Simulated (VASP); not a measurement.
Set up this calculation in VASP 6.6.1, as the native input.

* Task: relaxation of shape and atoms at fixed volume
* Functional: PBEsol
* Potentials or basis: VASP PAW PBE potentials, release 64 (Si, C)
* Cutoff: 600 eV
* k mesh: 12 × 12 × 6
* Occupations: gaussian, width 0.02 eV
* Spin: no spin polarisation
* Dipole correction: no
* Further INCAR settings: ALGO = Normal; EDIFF = 1e-07; IBRION = 2; EDIFFG = -0.01; NSW = 50; ISIF = 4

The structure of SiC lies in POSCAR:

```
SiC
1.0
    3.1062611125      0.0000000000      0.0000000000
   -1.5531305563      2.6901010342      0.0000000000
    0.0000000000      0.0000000000      5.0976918572
Si C
2 2
Direct
    0.3333333333      0.6666666667      0.0045849533
    0.6666666667      0.3333333333      0.5045849533
    0.3333333333      0.6666666667      0.3804150467
    0.6666666667      0.3333333333      0.8804150467
```

This cell differs from its parent crystal: volume scaled by 1.03.

The input as run:

INCAR

```
SYSTEM = SiC
  ALGO = Normal
  EDIFF = 1E-7
  EDIFFG = -0.01
  ENCUT = 600
  GGA = PS
  IBRION = 2
  ISIF = 4
  ISMEAR = 0
  LASPH = .True.
  LCHARG = .False.
  LREAL = .False.
  LWAVE = .False.
  NELM = 80
  NSW = 50
  PREC = Accurate
  SIGMA = 0.02
```

KPOINTS

```
k-points
0
Gamma
  12 12 6
  0 0 0
```

Potentials or basis: VASP PAW PBE potentials, release 64 (Si, C).

Launch:

```sh
$ cat potpaw_PBE.64/Si/POTCAR potpaw_PBE.64/C/POTCAR > POTCAR
$ mpirun -np 1 vasp_std > vasp.out
```

It gave:

```yaml
Pressure_after_relaxing: -6.0 GPa
Band_gap_on_the_k_mesh: 2.17 eV, indirect (least direct gap 3.79 eV)
```

Caveat: the relaxation stopped at its first step, so nothing moved; the PAW data sets were made with another functional, which shifts forces and pressure a little.

Run time: 41 s on 1 thread of Intel(R) Xeon(R) Platinum 8259CL CPU @ 2.50GHz (Skylake/Cascade Lake), on a shared host, peak memory 0.19 GiB.
